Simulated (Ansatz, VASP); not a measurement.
**Sb2P3H in VASP and in Ansatz**

```xyz
6
Lattice="3.2623 0.0000 0.0000 0.0000 3.2623 0.0000 0.0000 0.0000 11.9643" Properties=species:S:1:pos:R:3 pbc="T T T"
Sb    1.6311    1.6311    4.0312
Sb    1.6311    1.6311    7.9331
H     1.6311    1.6311    5.9821
P     0.0000    1.6311    1.5200
P     1.6311    0.0000   10.4443
P     0.0000    0.0000    0.0000
```

Alike in both runs: functional PBE; k mesh 4 × 4 × 2; occupations gaussian, width 0.1 eV; no spin polarisation.

Ansatz relaxed the structure, and its values are those at the end. VASP's run is a single point on that final structure, the one shown.

|  | VASP | Ansatz |
| --- | --- | --- |
| version | VASP 6.6.1 | Ansatz 0.2.0 |
| potentials or method | VASP PAW PBE potentials, release 64 (Sb, H, P), cutoff 520 eV | scalar-relativistic, plane waves, PAW |
| valence electrons in the cell | 26 | 46 |

VASP gave:

- gap on the k mesh at the Fermi level (eV): none
- pressure (GPa): -0.1
- rms of the force components (eV/Å): 0.016

**Question.** Estimate Ansatz's values.

**Answer.** gap on the k mesh at the Fermi level (eV): none; pressure (GPa): 0.0; rms of the force components (eV/Å): 0.003.

A gap of «none» marks a metal or a gap that the smearing closes. VASP's potentials hold 26 valence electrons a cell and Ansatz's 46, so a difference there can come from the potentials and not from the codes.

The k mesh is coarse, so the values compare programs but aren't converged. Neither program's run includes spin-orbit coupling.
